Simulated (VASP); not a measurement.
A run of VASP 6.6.1 is set up as follows.

Contents of INCAR:

```
ALGO     = Normal         # electronic algorithm
DIPOL    = 0.5 0.5 0.500
EDIFF    = 1E-7           # SCF threshold, eV
ENCUT    = 520            # plane-wave cutoff, eV
GGA      = PE             # functional
IDIPOL   = 3            
ISIF     = 2              # what is computed and relaxed
ISMEAR   = 0              # smearing method
LASPH    = True           # aspherical terms in the spheres
LCHARG   = False          # write CHGCAR
LDIPOL   = True         
LREAL    = Auto         
LUSENCCL = False        
LWAVE    = False          # write WAVECAR
NBANDS   = 106            # bands
NELM     = 60             # most SCF steps
PREC     = Accurate       # precision mode
SIGMA    = 0.05           # smearing width, eV
```

File KPOINTS:

```
k-points
0
Gamma
  8 5 1
```

POSCAR

```
GaN
1.0
    3.2184289158      0.0000000000      0.0000000000
    0.0000000000      5.2430305161      0.0000000000
    0.0000000000      0.0000000000     27.0780452059
Ga N
10 10
Direct
    0.0000000000      0.0008683113      0.2769771578
    0.5000000000      0.5008683113      0.3112883643
    0.5000000000      0.0008683113      0.3799107773
    0.0000000000      0.5008683113      0.4142219838
    0.0000000000      0.0008683113      0.4828443968
    0.5000000000      0.5008683113      0.5171556032
    0.5000000000      0.0008683113      0.5857780162
    0.0000000000      0.5008683113      0.6200892227
    0.0000000000      0.0008683113      0.6887116357
    0.5000000000      0.5008683113      0.7230228422
    0.0000000000      0.6241316887      0.2769771578
    0.5000000000      0.1241316887      0.3112883643
    0.5000000000      0.6241316887      0.3799107773
    0.0000000000      0.1241316887      0.4142219838
    0.0000000000      0.6241316887      0.4828443968
    0.5000000000      0.1241316887      0.5171556032
    0.5000000000      0.6241316887      0.5857780162
    0.0000000000      0.1241316887      0.6200892227
    0.0000000000      0.6241316887      0.6887116357
    0.5000000000      0.1241316887      0.7230228422
```

Potentials or basis: VASP PAW PBE potentials, release 64 (Ga_d, N).

Command:

```console
$ cat potpaw_PBE.64/Ga_d/POTCAR potpaw_PBE.64/N/POTCAR > POTCAR
$ mpirun -np 1 vasp_std > vasp.out
```

Problem. Predict the band gap on the k mesh.

Solution. 0.48 eV, direct.

Problem. Estimate the largest force.

Solution. 2.531 eV/Å.

Forces on the atoms (eV/Å):
```
Ga   0.000 -2.064  1.466
Ga   0.000  1.175 -1.471
Ga   0.000 -0.507  0.255
Ga   0.000  0.204 -0.156
Ga   0.000 -0.043  0.080
Ga   0.000 -0.043 -0.080
Ga   0.000  0.204  0.156
Ga   0.000 -0.507 -0.255
Ga   0.000  1.175  1.471
Ga   0.000 -2.064 -1.466
N    0.000  0.696  0.409
N    0.000  0.538 -1.018
N    0.000 -0.034  0.587
N    0.000  0.030 -0.220
N    0.000  0.003  0.152
N    0.000  0.003 -0.152
N    0.000  0.030  0.220
N    0.000 -0.034 -0.587
N    0.000  0.538  1.018
N    0.000  0.696 -0.409
```
